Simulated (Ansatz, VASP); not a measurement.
## Ti in VASP and in Ansatz

```
CELL_PARAMETERS angstrom
-1.61565 1.61565 1.49933
1.61565 -1.61565 1.49933
1.61565 1.61565 -1.49933
ATOMIC_POSITIONS crystal
Ti 0.00000 0.00000 0.00000
```

Alike in both runs: task single point; functional PBEsol; k mesh 22 × 22 × 22; occupations gaussian, width 0.15 eV; no spin polarisation.

|  | VASP | Ansatz |
| --- | --- | --- |
| version | VASP 6.6.1 | Ansatz 0.2.0 |
| potentials or method | VASP PAW PBE potentials, release 64 (Ti_sv), cutoff 520 eV | scalar-relativistic, plane waves, PAW |
| valence electrons in the cell | 12 | 12 |

|  | VASP | Ansatz | Ansatz less VASP |
| --- | --- | --- | --- |
| gap on the k mesh at the Fermi level (eV) | none | none | - |
| pressure (GPa) | 6.5 | 6.9 | +0.45 |
| traceless stress, the component that is largest in VASP (GPa) | -1.56 | -1.54 | +0.026 |

VASP's potentials were made for PBE, not for PBEsol, and Ansatz warns of the same on its side. A gap of «none» marks a metal or a gap that the smearing closes. The functional is the same, so the differences come from potentials, cutoffs and numerics.
